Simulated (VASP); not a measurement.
WC:

```xyz
2
Lattice="0.0000 2.1927 2.1927 2.1927 0.0000 2.1927 2.1927 2.1927 0.0000" Properties=species:S:1:pos:R:3 pbc="T T T"
W     0.0000    0.0000    0.0000
C     2.1927    2.1927    2.1927
```

```yaml
Program: VASP 6.6.1
Task: relaxation of cell and atoms
Functional: PBEsol
Potentials_or_basis: VASP PAW PBE potentials, release 64 (W_sv, C)
Cutoff: 600 eV
k_mesh: 10 × 10 × 10
Occupations: fermi-dirac, width 0.05 eV
Spin: no spin polarisation
Hubbard_terms: W d U = 8.0 eV
```

At the start: pressure 7.0 GPa; volume 10.54 Å³/atom.

Q: Where does the relaxation end?

A: Over 3 steps the energy falls by 4.3 meV/atom and the volume is 10.75 Å³/atom (+1.9 %); space group Fm-3m (No. 225, to 0.05 Å).

The path:
```csv
step,energy change (eV),largest force (eV/Å),pressure (GPa),volume (Å³)
1,0.0000,0.0000,6.97,21.08
2,0.0421,0.0000,-15.13,22.52
3,-0.0085,0.0000,-0.10,21.49
```

Final structure:
```xyz
2
Lattice="0.0000 2.2067 2.2067 2.2067 0.0000 2.2067 2.2067 2.2067 0.0000" Properties=species:S:1:pos:R:3 pbc="T T T"
W     0.0000    0.0000    0.0000
C     2.2067    2.2067    2.2067
```

Caveat: the PAW data sets were made with another functional, which shifts forces and pressure a little; the U is typed as a test and isn't derived for this compound.
